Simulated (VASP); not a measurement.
Mg3S2: single point with PBE

Crystal: Mg3S2.

```
Mg S
1.0
     3.57143   -0.00035    0.01107
    -1.78542    3.09310    0.00043
    -0.05227   -0.03259   16.99148
Mg S
6 4
Direct
  0.58328 0.41660 0.17790
  0.91667 0.08337 0.67791
  0.24999 0.74995 0.82201
  0.25007 0.75009 0.32202
  0.91663 0.08326 0.99944
  0.58338 0.41674 0.49945
  0.24994 0.74992 0.08902
  0.25002 0.75006 0.58903
  0.91673 0.08342 0.41161
  0.58331 0.41660 0.91161
```

This cell differs from its parent crystal: volume scaled by 0.94, then relaxed in part.

```json
{
  "Program": "VASP 6.6.1",
  "Task": "single point",
  "Functional": "PBE",
  "Potentials or basis": "VASP PAW PBE potentials, release 64 (Mg, S)",
  "Cutoff": "520 eV",
  "k mesh": "10 × 10 × 2",
  "Occupations": "gaussian, width 0.1 eV",
  "Spin": "no spin polarisation"
}
```

- Pressure: 3.6 GPa
- Largest force: 0.011 eV/Å
- Band gap on the k mesh: zero (filled and empty bands touch)

Forces on the atoms (eV/Å):
```
Mg   0.000  0.000 -0.007
Mg   0.000  0.000 -0.007
Mg   0.000  0.000  0.011
Mg   0.000  0.000  0.011
Mg   0.000  0.000 -0.002
Mg   0.000  0.000 -0.002
S    0.000  0.000  0.002
S    0.000  0.000  0.002
S    0.000  0.000 -0.004
S    0.000  0.000 -0.004
```

Stress tensor (GPa, compression positive):
```
3.66 0.00 0.00
0.00 3.66 0.00
0.00 0.00 3.54
```

Levels at points of the mesh, in eV from the Fermi level:
```csv
k point,band 16,band 17,band 18,band 19,band 20,band 21
"(0.00, 0.00, 0.00)",-1.87,-1.87,-1.42,1.72,3.08,3.29
"(0.50, 0.00, 0.00)",-2.73,-0.88,-0.54,-0.01,0.39,1.85
"(0.50, 0.50, 0.00)",-2.73,-0.88,-0.54,-0.01,0.39,1.85
"(0.00, 0.50, 0.00)",-2.73,-0.88,-0.54,-0.01,0.39,1.85
"(0.00, 0.00, 0.50)",-1.87,-1.87,-1.87,2.40,2.40,3.29
"(0.50, 0.00, 0.50)",-2.74,-0.64,-0.64,0.04,0.04,2.19
"(0.50, 0.50, 0.50)",-2.74,-0.64,-0.64,0.04,0.04,2.19
"(0.00, 0.50, 0.50)",-2.74,-0.64,-0.64,0.04,0.04,2.19
```

It took 8.1 min on 1 thread of Oxide Virtual Turin-like Processor (shared host), peak memory 0.56 GiB.
